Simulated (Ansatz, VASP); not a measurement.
MoS2: VASP beside Ansatz

Contents of INCAR:

```
PREC = Accurate
ENCUT = 520
EDIFF = 1E-6
ISMEAR = 0
SIGMA = 0.02
LREAL = False
LASPH = True
NELM = 60
ALGO = Normal
ISIF = 2
LWAVE = False
LCHARG = False
GGA = PE
IVDW = 12
NBANDS = 20
```

File KPOINTS:

```
Automatic mesh
0
Gamma
  12 12 12
```

Contents of POSCAR:

```
MoS2
1.0
    1.5800000000      0.9122134253      6.1500000000
   -1.5800000000      0.9122134253      6.1500000000
    0.0000000000     -1.8244268506      6.1500000000
Mo S
1 2
Direct
    0.0000000000      0.0000000000      0.0000000000
    0.2500000000      0.2500000000      0.2500000000
    0.4170000000      0.4170000000      0.4170000000
```

Input for Ansatz:

```yaml
crystal:
  lattice:
    - [1.58, 0.9122134253, 6.15]
    - [-1.58, 0.9122134253, 6.15]
    - [0.0, -1.8244268506, 6.15]
  atoms:
    - { symbol: Mo, position: [0.0, 0.0, 0.0] }
    - { symbol: S, position: [0.25, 0.25, 0.25] }
    - { symbol: S, position: [0.417, 0.417, 0.417] }
basis:
  ecutwfc: 420
kpoints:
  mp_grid: { grid: [12, 12, 12] }
hamiltonian:
  xc: pbe
  dispersion: d3bj
scf:
  occupations: { method: gaussian, width: 0.02 }
output:
  forces: true
  stress: true
  eigenvalues: true
  populations: true
```

Alike in both runs: task single point; functional PBE; dispersion D3(BJ); k mesh 12 × 12 × 12; occupations gaussian, width 0.02 eV; no spin polarisation.

```csv
,VASP,Ansatz
version,VASP 6.6.1,Ansatz 0.2.0
potentials or method,"VASP PAW PBE potentials, release 64 (Mo_sv, S), cutoff 520 eV","scalar-relativistic, plane waves, PAW"
valence electrons in the cell,26,26
```

```tsv
	VASP	Ansatz	Ansatz less VASP
gap on the k mesh at the Fermi level (eV)	0.94	0.92	-0.019
least direct gap on the mesh (eV)	1.71	1.71	-0.004
pressure (GPa)	1.3	1.4	+0.14
traceless stress, the component that is largest in VASP (GPa)	1.58	1.62	+0.044
rms of the force components (eV/Å)	0.223	0.230	+0.0071
```

Atom by atom the forces differ by 0.007 eV/Å (rms over components).
